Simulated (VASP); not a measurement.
# ZnS (P6_3mc) in VASP: relaxation of cell and atoms with r2SCAN

Aim: the relaxation of cell and atoms of ZnS with r2SCAN.

All numbers are computed with VASP 6.6.1; they aren't measurements. Logs are shortened: lines on timing, memory, paths and dates and some standing lists are left out, and cuts for length are marked.

### 1 The cell of the first run

The structure is hexagonal, space group P6_3mc (No. 186). Conventional cell: a = 3.823 Å, b = 3.823 Å, c = 6.261 Å, α = 90.00°, β = 90.00°, γ = 120.00°. Zn (site symmetry 3m) has 4 S at 2.34 to 2.35 Å within 3.1 Å. S (site symmetry 3m) has 4 Zn at 2.34 to 2.35 Å within 3.1 Å.

### 2 Relaxation of cell and atoms, r2SCAN

The input, POSCAR:

```
ZnS
1.0
    3.8230000000      0.0000000000      0.0000000000
   -1.9115000000      3.3108151187      0.0000000000
    0.0000000000      0.0000000000      6.2610000000
Zn S
2 2
Direct
    0.3333333333      0.6666666667      0.0000000000
    0.6666666667      0.3333333333      0.5000000000
    0.3333333333      0.6666666667      0.3750000000
    0.6666666667      0.3333333333      0.8750000000
```

The input, INCAR.step1:

```
PREC = Accurate ; ENCUT = 600
ISMEAR = 0 ; SIGMA = 0.02
LREAL = F ; LASPH = T
NELM = 80 ; GGA = PE
ALGO = Normal ; EDIFF = 1E-4
LWAVE = T ; LCHARG = F
```

The input, INCAR.step2:

```
PREC = Accurate ; ENCUT = 600
EDIFF = 1E-7 ; ISMEAR = 0
SIGMA = 0.02 ; LREAL = F
LASPH = T ; NELM = 80
ALGO = Normal ; ISIF = 3
LWAVE = F ; LCHARG = F
METAGGA = R2SCAN ; LMIXTAU = T
IBRION = 2 ; NSW = 100
EDIFFG = -0.002 ; ISTART = 1
```

The input, KPOINTS:

```
Automatic mesh
0
Gamma
  9 9 6
```

Potentials or basis: VASP PAW PBE potentials, release 64 (Zn, S).

Started as:

```bash
$ cat potpaw_PBE.64/Zn/POTCAR potpaw_PBE.64/S/POTCAR > POTCAR
$ cp INCAR.step1 INCAR
$ mpirun -np 1 vasp_std > vasp.out
$ cp INCAR.step2 INCAR
$ mpirun -np 1 vasp_std > vasp.out
```

OUTCAR:

```text
PREC = Accurate
   ENCUT = 600
   EDIFF = 1E-7
   ISMEAR = 0
   LREAL = F
   LASPH = T
   NELM = 80
   ISIF = 3
   METAGGA = R2SCAN
   IBRION = 2
   NSW = 100
   EDIFFG = -0.002
   ISTART = 1

 ion  position               nearest neighbor table
   1  0.333  0.667  0.000-   4 2.34   4 2.34   4 2.34   3 2.35
   2  0.667  0.333  0.500-   3 2.34   3 2.34   3 2.34   4 2.35
   3  0.333  0.667  0.375-   2 2.34   2 2.34   2 2.34   1 2.35
   4  0.667  0.333  0.875-   1 2.34   1 2.34   1 2.34   2 2.35

  LATTYP: Found a hexagonal cell.
 ALAT       =     3.8230000000
 C/A-ratio  =     1.6377190688

  Lattice vectors:

 A1 = (   3.8230000000,   0.0000000000,   0.0000000000)
 A2 = (  -1.9115000000,   3.3108151187,   0.0000000000)
 A3 = (   0.0000000000,   0.0000000000,   6.2610000000)

Analysis of symmetry for initial positions (statically):
=====================================================================
 Subroutine PRICEL returns:
 Original cell was already a primitive cell.

 Routine SETGRP: Setting up the symmetry group for a
 hexagonal supercell.

 Subroutine GETGRP returns: Found 12 space group operations
 (whereof  6 operations were pure point group operations)
 out of a pool of 24 trial point group operations.

The static configuration has the point symmetry C_3v.
 The point group associated with its full space group is C_6v.

Analysis of symmetry for dynamics (positions and initial velocities):
=====================================================================
 Subroutine PRICEL returns:
 Original cell was already a primitive cell.

 Routine SETGRP: Setting up the symmetry group for a
 hexagonal supercell.

 Subroutine GETGRP returns: Found 12 space group operations
 (whereof  6 operations were pure point group operations)
 out of a pool of 24 trial point group operations.

The dynamic configuration has the point symmetry C_3v.
 The point group associated with its full space group is C_6v.

 Subroutine INISYM returns: Found 12 space group operations
 (whereof  6 operations are pure point group operations),
 and found     1 'primitive' translations

----------------------------------------------------------------------------------------

[... 95 lines left out ...]
   NELM   =     80;   NELMIN=  2; NELMDL=  0     # of ELM steps
   EDIFF  = 0.1E-06   stopping-criterion for ELM
   LREAL  =      F    real-space projection
   EDIFFG = -.2E-02   stopping-criterion for IOM
   NSW    =    100    number of steps for IOM
   IBRION =      2    ionic relax: 0-MD 1-quasi-New 2-CG
   NFREE  =      1    steps in history (QN), initial steepest desc. (CG)
   ISIF   =      3    stress and relaxation
   ISYM   =      2    0-nonsym 1-usesym 2-fastsym
   POTIM  = 0.5000    time-step for ionic-motion
   TEBEG  =    0.0;   TEEND  =   0.0 temperature during run
   PSTRESS=    0.0 pullay stress
   NELECT =      36.0000    total number of electrons
   NUPDOWN=      -1.0000    fix difference up-down
   EMIN   =  10.00;   EMAX   =-10.00  energy-range for DOS
   EFERMI =   0.00;   METHOD = LEGACY
   ISMEAR =     0;   SIGMA  =   0.02  broadening in eV -4-tet -1-fermi 0-gaus
   EFERMI_NEDOS =   21; number of points for ismear=-14 and -15
   IALGO  =     38    algorithm
   IMIX   =      4    mixing-type and parameters
     AMIX     =   0.40;   BMIX     =  1.00
     AMIX_MAG =   1.60;   BMIX_MAG =  1.00
  volume/ion in A,a.u.               =      19.81       133.70
  Fermi-wavevector in a.u.,A,eV,Ry     =   1.258485  2.378192 21.548694  1.583784
  Thomas-Fermi vector in A             =   2.392092
   LORBIT       =      0    0 simple, 1 ext, 2 COOP (PROOUT), +10 PAW based schemes
   METAGGA = R2SCAN    functional components
   LHFCALC =     F    Hartree Fock is set to
   AEXX    =    0.0000 exact exchange contribution
   IVDW    =     0    specifies the selected vdW correction
   LEPSILON=     F    determine dielectric tensor
   LRPA    =     F    only Hartree local field effects (RPA)
 conjugate gradient relaxation of ions
 non-spin polarized calculation
 Gauss-broadening in eV      SIGMA  =   0.02
  energy-cutoff  :      600.00
  volume of cell :       79.25
 maximum number of plane-waves:      2671
 NGX is ok and might be reduce to    32
   NGX = 15   NGY = 15   NGZ = 25

--------------------------------------- Ionic step        1  -------------------------------------------

 number of electron      36.0000015 magnetization

 Free energy of the ion-electron system (eV)
  ---------------------------------------------------
  ext. energy  EPLUGINS =         0.00000000
  ---------------------------------------------------
  free energy    TOTEN  =       -37.72277732 eV

  energy without entropy =      -37.72277732  energy(sigma->0) =      -37.72277732

------------------------ aborting loop because EDIFF is reached ----------------------------------------

  FORCE on cell =-STRESS in cart. coord.  units (eV):
  Direction    XX          YY          ZZ          XY          YZ          ZX
  --------------------------------------------------------------------------------------
  -------------------------------------------------------------------------------------
  Total       -0.4635817     -0.4635817     -0.3999142      0.0000000      0.0000000      0.0000000
  in kB       -9.3724670     -9.3724670     -8.0852691      0.0000000      0.0000000      0.0000000
  external PRESSURE =      -8.9434011 kB  Pullay stress =       0.0000000 kB
[... 291 lines left out ...]
--------------------------------------- Ionic step        9  -------------------------------------------

 number of electron      36.0000016 magnetization

 Free energy of the ion-electron system (eV)
  ---------------------------------------------------
  ext. energy  EPLUGINS =         0.00000000
  ---------------------------------------------------
  free energy    TOTEN  =       -37.72608355 eV

  energy without entropy =      -37.72608355  energy(sigma->0) =      -37.72608355

 E-fermi :   2.0165     XC(G=0): -10.3147

 val. band max:        1.9237096711   @ k =   0.0000   0.0000   0.0000
 cond. band min:       4.7084157313   @ k =   0.0000   0.0000   0.0000
 fundamental gap:      2.7847060602
 Fermi energy:         2.0164654274

 k-point     1 :       0.0000    0.0000    0.0000
  band No.  band energies     occupation
      1     -11.8341      2.00000
      2     -10.8751      2.00000
      3      -4.6178      2.00000
      4      -4.6006      2.00000
      5      -4.6005      2.00000
      6      -4.5092      2.00000
[... 589 lines left out ...]
     21       8.0230      0.00000
     22      10.0909      0.00000

 [... further k-points ...]
[... 5 lines left out ...]
  --------------------------------------------------------------------------------------
  -------------------------------------------------------------------------------------
  Total       -0.0008636     -0.0008636     -0.0033661      0.0000000      0.0000000      0.0000000
  in kB       -0.0176649     -0.0176649     -0.0688554      0.0000000      0.0000000      0.0000000
  external PRESSURE =      -0.0347284 kB  Pullay stress =       0.0000000 kB
[... 19 lines left out ...]
  FREE ENERGIE OF THE ION-ELECTRON SYSTEM (eV)
  ---------------------------------------------------
  free  energy   TOTEN  =       -37.7260835492 eV

  energy  without entropy=      -37.7260835492  energy(sigma->0) =      -37.72608355

 reached required accuracy - stopping structural energy minimisation
```

Run time: 17 min. Hardware: 1 thread of Intel Xeon 6975P-C (Granite Rapids), shared host; peak memory 0.29 GiB.

Results:

* Free energy: -37.7261 eV
* Relaxed volume: 19.58 Å³/atom
* Relaxed cell: a = 3.804 Å, b = 3.804 Å, c = 6.250 Å, α = 90.00°, β = 90.00°, γ = 120.00°
* Space group after relaxing (to 0.1 Å): P6_3mc (No. 186)
* Energy gained by relaxing: 0.8 meV/atom
* Ionic steps: 9
* Pressure after relaxing: 0.0 GPa
* Band gap on the k mesh: 2.78 eV

The path:
| step | energy change (eV) | largest force (eV/Å) | pressure (GPa) | volume (Å³) |
| --- | --- | --- | --- | --- |
| 1 | 0.0000 | 0.0205 | -0.89 | 79.25 |
| 2 | -0.0030 | 0.0117 | 0.34 | 77.99 |
| 3 | -0.0032 | 0.0136 | 0.09 | 78.23 |
| 4 | -0.0032 | 0.0142 | 0.01 | 78.31 |
| 5 | -0.0032 | 0.0140 | 0.03 | 78.29 |
| 6 | -0.0032 | 0.0117 | 0.03 | 78.29 |
| 7 | -0.0033 | 0.0053 | 0.02 | 78.30 |
| 8 | -0.0033 | 0.0034 | -0.03 | 78.34 |
| 9 | -0.0033 | 0.0004 | 0.00 | 78.32 |

Final structure:
```
CELL_PARAMETERS angstrom
3.80408 0.00000 0.00000
-1.90204 3.29443 0.00000
0.00000 0.00000 6.24981
ATOMIC_POSITIONS crystal
Zn 0.33333 0.66667 0.00057
Zn 0.66667 0.33333 0.50057
S 0.33333 0.66667 0.37443
S 0.66667 0.33333 0.87443
```

Caveat: the PAW data sets were made with another functional, which shifts forces and pressure a little.
